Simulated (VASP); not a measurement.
# Ca: single point with PBEsol

Crystal: Ca.

```
Ca
1.0
     0.00000    2.80050    2.80050
     2.80050    0.00000    2.80050
     2.80050    2.80050    0.00000
Ca
1
Cartesian
  0.0000 0.0000 0.0000
```

```
Program                : VASP 6.6.1
Task                   : single point
Functional             : PBEsol
Potentials or basis    : VASP PAW PBE potentials, release 64 (Ca_sv)
Cutoff                 : 500 eV
k mesh                 : 6 × 6 × 6
Occupations            : gaussian, width 0.1 eV
Spin                   : no spin polarisation
Dipole correction      : no
Further INCAR settings : ALGO = Normal; EDIFF = 1e-06; NBANDS = 11
```

| Quantity | Value |
| --- | --- |
| Pressure | -1.3 GPa |
| Band gap on the k mesh | zero (bands 5 and 6 overlap by 0.20 eV) |

Levels at points of the mesh, in eV from the Fermi level:
| k point | band 2 | band 3 | band 4 | band 5 | band 6 | band 7 | band 8 | band 9 |
| --- | --- | --- | --- | --- | --- | --- | --- | --- |
| (0.00, 0.00, 0.00) | -22.96 | -22.96 | -22.96 | -4.00 | 2.24 | 2.24 | 2.24 | 3.26 |
| (0.50, 0.00, 0.00) | -23.09 | -22.98 | -22.98 | -1.03 | -0.22 | 2.13 | 2.13 | 3.92 |
| (0.50, 0.50, 0.00) | -23.08 | -23.01 | -23.01 | -0.46 | 0.55 | 0.85 | 3.92 | 4.10 |

Run time: 14 s on 1 thread of Oxide Virtual Turin-like Processor, on a shared host, peak memory 0.13 GiB.

Caveat: the PAW data sets were made with another functional, which shifts forces and pressure a little.
